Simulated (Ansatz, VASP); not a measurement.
Two plane-wave programs on BAs

File INCAR:

```
PREC     = Accurate       # precision mode
ENCUT    = 520            # plane-wave cutoff, eV
EDIFF    = 1E-6           # SCF threshold, eV
ISMEAR   = -1             # smearing method
SIGMA    = 0.02           # smearing width, eV
LREAL    = False          # projectors in reciprocal space
LASPH    = True           # aspherical terms in the spheres
NELM     = 80             # most SCF steps
ALGO     = Normal         # electronic algorithm
ISIF     = 2              # what is computed and relaxed
LWAVE    = False          # write WAVECAR
LCHARG   = False          # write CHGCAR
GGA      = PE             # functional
NBANDS   = 11             # bands
```

KPOINTS

```
Automatic mesh
0
Gamma
  10 10 10
```

Contents of POSCAR:

```
BAs
1.0
    0.0000000000      2.3918676044      2.3918676044
    2.3918676044      0.0000000000      2.3918676044
    2.3918676044      2.3918676044      0.0000000000
B As
1 1
Direct
    0.0000000000      0.0000000000      0.0000000000
    0.2500000000      0.2500000000      0.2500000000
```

Input for Ansatz:

```yaml
crystal:
  lattice:
    - [0.0, 2.3918676044, 2.3918676044]
    - [2.3918676044, 0.0, 2.3918676044]
    - [2.3918676044, 2.3918676044, 0.0]
  atoms:
    - { symbol: B, position: [0.0, 0.0, 0.0] }
    - { symbol: As, position: [0.25, 0.25, 0.25] }
kpoints:
  mp_grid: { grid: [10, 10, 10] }
  band_path:
    path:
      - [[0.0, 0.0, 0.0], [-0.5, -0.5, -4.583452432376e-34], [-0.375, -0.375, 0.25]]
      - [[-0.375, -7.056240485879e-17, 0.375], [0.0, 0.0, 0.0], [1.416562483206e-17, 1.416562483206e-17, 0.5], [-0.5, -0.25, 0.25], [-0.5, -0.5, -4.583452432376e-34]]
    npoints: 10
hamiltonian:
  xc: pbe
scf:
  occupations: { method: fermi_dirac, width: 0.02 }
  n_extra_bands: 4
output:
  forces: true
  stress: true
  eigenvalues: true
```

Alike in both runs: task single point; functional PBE; k mesh 10 × 10 × 10; occupations fermi-dirac, width 0.02 eV; no spin polarisation.

|  | VASP | Ansatz |
| --- | --- | --- |
| version | VASP 6.6.1 | Ansatz 0.2.0 |
| potentials or method | VASP PAW PBE potentials, release 64 (B, As) | plane waves, PAW |
| plane-wave cutoff (eV) | 520 | 420 |
| valence electrons in the cell | 8 | 18 |

|  | VASP | Ansatz | Ansatz less VASP |
| --- | --- | --- | --- |
| gap on the k mesh at the Fermi level (eV) | 1.18 | 1.19 | +0.009 |
| pressure (GPa) | 2.8 | 2.2 | -0.64 |

VASP's potentials hold 8 valence electrons a cell and Ansatz's 18, so a difference there can come from the potentials and not from the codes.
